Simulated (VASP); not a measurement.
# H4BrN (P-43m) in VASP: a series of runs

H4BrN is run at these levels: LDA; tasks: single point.

All numbers are computed with VASP 6.6.1; they aren't measurements. Logs are shortened: lines on timing, memory, paths and dates and some standing lists are left out, and cuts for length are marked.

**1. The cell of the first run**

The structure is cubic, space group P-43m (No. 215). The conventional cell has a = 3.419 Å, b = 3.419 Å, c = 3.419 Å, α = 90.00°, β = 90.00°, γ = 90.00°. H (site symmetry 3m) has 1 N at 1.04 Å within 1.4 Å. Within 2.5 Å of Br (site symmetry -43m) lie 4 H at 1.92 Å. Within 1.4 Å of N (site symmetry -43m) lie 4 H at 1.04 Å.

**2. Single point, LDA**

INCAR

```
SYSTEM = H4BrN
PREC = Accurate
ENCUT = 520
EDIFF = 1E-6
ISMEAR = -1
SIGMA = 0.01
LREAL = .False.
LASPH = .True.
NELM = 60
ALGO = Normal
ISIF = 2
LWAVE = .False.
LCHARG = .False.
GGA = CA
NBANDS = 17
```

KPOINTS

```
regular mesh
0
Gamma
  4 4 4
  0 0 0
```

POSCAR

```
H4BrN
1.0
    3.4187683845      0.0000000000      0.0000000000
    0.0000000000      3.4187683845      0.0000000000
    0.0000000000      0.0000000000      3.4187683845
H Br N
4 1 1
Direct
    0.1757725368      0.1757725368      0.1757725368
    0.1757725368      0.8242274632      0.8242274632
    0.8242274632      0.1757725368      0.8242274632
    0.8242274632      0.8242274632      0.1757725368
    0.5000000000      0.5000000000      0.5000000000
    0.0000000000      0.0000000000      0.0000000000
```

Potentials or basis: VASP PAW LDA potentials, release 64 (H, Br, N).

The run is started by

```sh
> cat potpaw_LDA.64/H/POTCAR potpaw_LDA.64/Br/POTCAR potpaw_LDA.64/N/POTCAR > POTCAR
> mpirun -np 1 vasp_std > vasp.out
```

OUTCAR:

```text
SYSTEM = H4BrN
   PREC = Accurate
   ENCUT = 520
   EDIFF = 1E-6
   ISMEAR = -1
   LREAL = .False.
   LASPH = .True.
   NELM = 60
   ISIF = 2
   GGA = CA

 ion  position               nearest neighbor table
   1  0.176  0.176  0.176-   6 1.04
   2  0.176  0.824  0.824-   6 1.04
   3  0.824  0.176  0.824-   6 1.04
   4  0.824  0.824  0.176-   6 1.04
   5  0.500  0.500  0.500-
   6  0.000  0.000  0.000-   1 1.04   2 1.04   3 1.04   4 1.04

  LATTYP: Found a simple cubic cell.
 ALAT       =     3.4187683845

  Lattice vectors:

 A1 = (   3.4187683845,   0.0000000000,   0.0000000000)
 A2 = (   0.0000000000,   3.4187683845,   0.0000000000)
 A3 = (   0.0000000000,   0.0000000000,   3.4187683845)

Analysis of symmetry for initial positions (statically):
=====================================================================
 Subroutine PRICEL returns:
 Original cell was already a primitive cell.

 Routine SETGRP: Setting up the symmetry group for a
 simple cubic supercell.

 Subroutine GETGRP returns: Found 24 space group operations
 (whereof 24 operations were pure point group operations)
 out of a pool of 48 trial point group operations.

The static configuration has the point symmetry T_d .

Analysis of symmetry for dynamics (positions and initial velocities):
=====================================================================
 Subroutine PRICEL returns:
 Original cell was already a primitive cell.

 Routine SETGRP: Setting up the symmetry group for a
 simple cubic supercell.

 Subroutine GETGRP returns: Found 24 space group operations
 (whereof 24 operations were pure point group operations)
 out of a pool of 48 trial point group operations.

The dynamic configuration has the point symmetry T_d .

 Subroutine INISYM returns: Found 24 space group operations
 (whereof 24 operations are pure point group operations),
 and found     1 'primitive' translations

----------------------------------------------------------------------------------------

                                     Primitive cell

  volume of cell :      39.9585

  direct lattice vectors                    reciprocal lattice vectors
     3.418768384  0.000000000  0.000000000     0.292502997  0.000000000  0.000000000
     0.000000000  3.418768384  0.000000000     0.000000000  0.292502997  0.000000000
[... 79 lines left out ...]
   LREAL  =      F    real-space projection
   EDIFFG = 0.1E-04   stopping-criterion for IOM
   NSW    =      0    number of steps for IOM
   IBRION =     -1    ionic relax: 0-MD 1-quasi-New 2-CG
   NFREE  =      0    steps in history (QN), initial steepest desc. (CG)
   ISIF   =      2    stress and relaxation
   ISYM   =      2    0-nonsym 1-usesym 2-fastsym
   POTIM  = 0.5000    time-step for ionic-motion
   TEBEG  =    0.0;   TEEND  =   0.0 temperature during run
   PSTRESS=    0.0 pullay stress
   NELECT =      16.0000    total number of electrons
   NUPDOWN=      -1.0000    fix difference up-down
   EMIN   =  10.00;   EMAX   =-10.00  energy-range for DOS
   EFERMI =   0.00;   METHOD = LEGACY
   ISMEAR =    -1;   SIGMA  =   0.01  broadening in eV -4-tet -1-fermi 0-gaus
   EFERMI_NEDOS =   21; number of points for ismear=-14 and -15
   IALGO  =     38    algorithm
   IMIX   =      4    mixing-type and parameters
     AMIX     =   0.40;   BMIX     =  1.00
     AMIX_MAG =   1.60;   BMIX_MAG =  1.00
  volume/ion in A,a.u.               =       6.66        44.94
  Fermi-wavevector in a.u.,A,eV,Ry     =   1.206642  2.280223 19.809881  1.455985
  Thomas-Fermi vector in A             =   2.342303
   LORBIT       =      0    0 simple, 1 ext, 2 COOP (PROOUT), +10 PAW based schemes
   GGA     = CA    functional components
   LHFCALC =     F    Hartree Fock is set to
   AEXX    =    0.0000 exact exchange contribution
   IVDW    =     0    specifies the selected vdW correction
   LEPSILON=     F    determine dielectric tensor
   LRPA    =     F    only Hartree local field effects (RPA)
 non-spin polarized calculation
  energy-cutoff  :      520.00
  volume of cell :       39.96
 maximum number of plane-waves:      1108
 NGX is ok and might be reduce to    28
   NGX = 13   NGY = 13   NGZ = 13

 number of electron      16.0000005 magnetization

 Free energy of the ion-electron system (eV)
  ---------------------------------------------------
  ext. energy  EPLUGINS =         0.00000000
  ---------------------------------------------------
  free energy    TOTEN  =       -27.44602754 eV

  energy without entropy =      -27.44602754  energy(sigma->0) =      -27.44602754

 E-fermi :   3.5957     XC(G=0): -10.8143

 val. band max:        3.3114180193   @ k =   0.0000   0.0000   0.0000
 cond. band min:       8.8891746864   @ k =   0.0000   0.0000   0.0000
 fundamental gap:      5.5777566671
 Fermi energy:         3.5957069198

 k-point     1 :       0.0000    0.0000    0.0000
  band No.  band energies     occupation
      1     -15.3342      2.00000
      2     -10.1966      2.00000
      3      -4.0742      2.00000
      4      -4.0742      2.00000
      5      -4.0742      2.00000
      6       3.3114      2.00000
[... 177 lines left out ...]
      4      -4.7172      2.00000
      5      -4.7172      2.00000
      6      -0.1914      2.00000
[... 9 lines left out ...]
     16      23.6329      0.00000
     17      23.6329      0.00000

------------------------ aborting loop because EDIFF is reached ----------------------------------------

  FORCE on cell =-STRESS in cart. coord.  units (eV):
  Direction    XX          YY          ZZ          XY          YZ          ZX
  --------------------------------------------------------------------------------------
  -------------------------------------------------------------------------------------
  Total        7.5417018      7.5417018      7.5417018      0.0000000      0.0000000      0.0000000
  in kB      302.3924197    302.3924197    302.3924197      0.0000000      0.0000000      0.0000000
  external PRESSURE =     302.3924197 kB  Pullay stress =       0.0000000 kB

 VOLUME and BASIS-vectors are now :
 -----------------------------------------------------------------------------
  energy-cutoff  :      520.00
  volume of cell :       39.96
      direct lattice vectors                 reciprocal lattice vectors
     3.418768384  0.000000000  0.000000000     0.292502997  0.000000000  0.000000000
     0.000000000  3.418768384  0.000000000     0.000000000  0.292502997  0.000000000
     0.000000000  0.000000000  3.418768384     0.000000000  0.000000000  0.292502997

 POSITION                                       TOTAL-FORCE (eV/Angst)
 -----------------------------------------------------------------------------------
      0.60093      0.60093      0.60093         0.026868      0.026868      0.026868
      0.60093      2.81784      2.81784         0.026868     -0.026868     -0.026868
      2.81784      0.60093      2.81784        -0.026868      0.026868     -0.026868
      2.81784      2.81784      0.60093        -0.026868     -0.026868      0.026868
      1.70938      1.70938      1.70938        -0.000000      0.000000      0.000000
      0.00000      0.00000      0.00000        -0.000000     -0.000000      0.000000
 -----------------------------------------------------------------------------------
    total drift:                               -0.000000     -0.000000     -0.000000

  FREE ENERGIE OF THE ION-ELECTRON SYSTEM (eV)
  ---------------------------------------------------
  free  energy   TOTEN  =       -27.4460275428 eV

  energy  without entropy=      -27.4460275428  energy(sigma->0) =      -27.44602754
```

stdout:

```text
POSCAR found type information on POSCAR H BrN
 POSCAR found :  3 types and       6 ions
 scaLAPACK will be used
 LDA part: xc-table for (Slater(with rela. corr.)+CA(PZ))
 , standard interpolation
 POSCAR, INCAR and KPOINTS ok, starting setup
 FFT: planning ... GRIDC
 FFT: planning ... GRID_SOFT
 FFT: planning ... GRID
 WAVECAR not read
 entering main loop
```

It took 4.4 s on 1 thread of Intel Xeon 6975P-C (Granite Rapids), shared host; peak memory 0.13 GiB.

Results:

```
Free energy            : -27.4460 eV
Pressure               : 30.2 GPa
Largest force          : 0.047 eV/Å
Band gap on the k mesh : 5.58 eV, direct
```

Forces on the atoms (eV/Å):
```
H    0.027  0.027  0.027
H    0.027 -0.027 -0.027
H   -0.027  0.027 -0.027
H   -0.027 -0.027  0.027
Br   0.000  0.000  0.000
N    0.000  0.000  0.000
```

Caveat: the k points lie up to 0.46 Å⁻¹ apart. A k mesh can miss the band edges.

**3. Single point, LDA**

This run uses another cell than the first one, of 8.00 Å³/atom, 1.201 times its volume.

INCAR

```
SYSTEM = H4BrN
ALGO     = Normal         ! electronic algorithm
EDIFF    = 1E-6           ! SCF threshold, eV
ENCUT    = 520            ! plane-wave cutoff, eV
GGA      = CA             ! functional
ISIF     = 2              ! what is computed and relaxed
ISMEAR   = -1             ! smearing method
LASPH    = .TRUE.         ! aspherical terms in the spheres
LCHARG   = .FALSE.        ! write CHGCAR
LREAL    = .FALSE.        ! projectors in reciprocal space
LWAVE    = .FALSE.        ! write WAVECAR
NBANDS   = 17             ! bands
NELM     = 100            ! most SCF steps
PREC     = Accurate       ! precision mode
SIGMA    = 0.01           ! smearing width, eV
```

KPOINTS

```
k-points
0
G
  4 4 4
  0 0 0
```

POSCAR

```
H4BrN
1.0
    3.6344122097      0.0000000000      0.0000000000
    0.0000000000      3.6344122097      0.0000000000
    0.0000000000      0.0000000000      3.6344122097
H Br N
4 1 1
Direct
    0.1664715344      0.1664715344      0.1664715344
    0.1664715344      0.8335284656      0.8335284656
    0.8335284656      0.1664715344      0.8335284656
    0.8335284656      0.8335284656      0.1664715344
    0.5000000000      0.5000000000      0.5000000000
    0.0000000000      0.0000000000      0.0000000000
```

Potentials or basis: VASP PAW LDA potentials, release 64 (H, Br, N).

The run is started by

```sh
> cat potpaw_LDA.64/H/POTCAR potpaw_LDA.64/Br/POTCAR potpaw_LDA.64/N/POTCAR > POTCAR
> mpirun -np 1 vasp_std > vasp.out
```

Run time: 4.3 s. Hardware: 1 thread of Intel Xeon 6975P-C (Granite Rapids), shared host; peak memory 0.14 GiB.

Results (log left out):

| Property | Result |
| --- | --- |
| Free energy | -28.3851 eV |
| Pressure | 10.1 GPa |
| Largest force | 0.066 eV/Å |
| Band gap on the k mesh | 5.40 eV, direct |

Forces on the atoms (eV/Å):
```
H    0.038  0.038  0.038
H    0.038 -0.038 -0.038
H   -0.038  0.038 -0.038
H   -0.038 -0.038  0.038
Br   0.000  0.000  0.000
N    0.000  0.000  0.000
```

Levels at points of the mesh, in eV from the valence-band top:
| k point | band 4 | band 5 | band 6 | band 7 | band 8 | band 9 | band 10 | band 11 | band 12 | band 13 |
| --- | --- | --- | --- | --- | --- | --- | --- | --- | --- | --- |
| (0.00, 0.00, 0.00) | -6.97 | -6.97 | 0.00 | 0.00 | 0.00 | 5.40 | 6.23 | 6.23 | 10.41 | 10.41 |
| (0.50, 0.00, 0.00) | -6.69 | -6.69 | -2.86 | -0.53 | -0.53 | 8.31 | 8.58 | 9.50 | 10.20 | 10.37 |
| (0.50, 0.50, 0.00) | -7.98 | -6.38 | -1.15 | -1.15 | -0.21 | 5.69 | 6.70 | 7.93 | 7.93 | 12.86 |
| (0.50, 0.50, 0.50) | -7.43 | -7.43 | -2.50 | -2.50 | -2.50 | 8.58 | 8.58 | 8.58 | 12.04 | 12.04 |

Caveat: the k points lie up to 0.43 Å⁻¹ apart. As with any semilocal functional, this LDA gap is likely too small.
